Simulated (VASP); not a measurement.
Ge2Sb2Te5, 9 atoms in the cell. The structure is trigonal, space group P-3m1 (No. 164). Conventional cell: a = 4.263 Å, b = 4.263 Å, c = 18.098 Å, α = 90.00°, β = 90.00°, γ = 120.00°. Ge (site symmetry 3m) has 6 Te at 2.84 to 3.32 Å within 3.7 Å. Sb (site symmetry 3m) has 6 Te at 3.02 to 3.19 Å within 4.0 Å. Within 4.3 Å of Te (site symmetry -3m) lie 6 Sb at 3.19 Å and 6 Te at 4.26 Å. Te (site symmetry 3m) has 3 Sb at 3.02 Å and 3 Ge at 3.32 Å within 4.0 Å. Te (site symmetry 3m) has 3 Ge at 2.84 Å within 3.7 Å. 

```yaml
Program: VASP 6.6.1
Task: single point
Functional: PBE
Potentials_or_basis: VASP PAW PBE potentials, release 64 (Ge_d, Sb, Te)
Cutoff: 520 eV
k_mesh: 12 × 12 × 2
Occupations: gaussian, width 0.03 eV
Spin: no spin polarisation
Dipole_correction: no
Further_INCAR_settings: ALGO = Normal; EDIFF = 1e-06; NBANDS = 44
```

Potentials or basis: VASP PAW PBE potentials, release 64 (Ge_d, Sb, Te).

Run with:

```bash
$ cat potpaw_PBE.64/Ge_d/POTCAR potpaw_PBE.64/Sb/POTCAR potpaw_PBE.64/Te/POTCAR > POTCAR
$ mpirun -np 1 vasp_std > vasp.out
```

Hardware: 1 thread of Intel Xeon 8259CL, with other jobs on the host.

**Question.** How long does it take, and how much memory?

**Answer.** Run time: 21 min on 1 thread of Intel Xeon 8259CL, on a shared host, peak memory 0.66 GiB. Counts: scf iterations 18, k points 38.
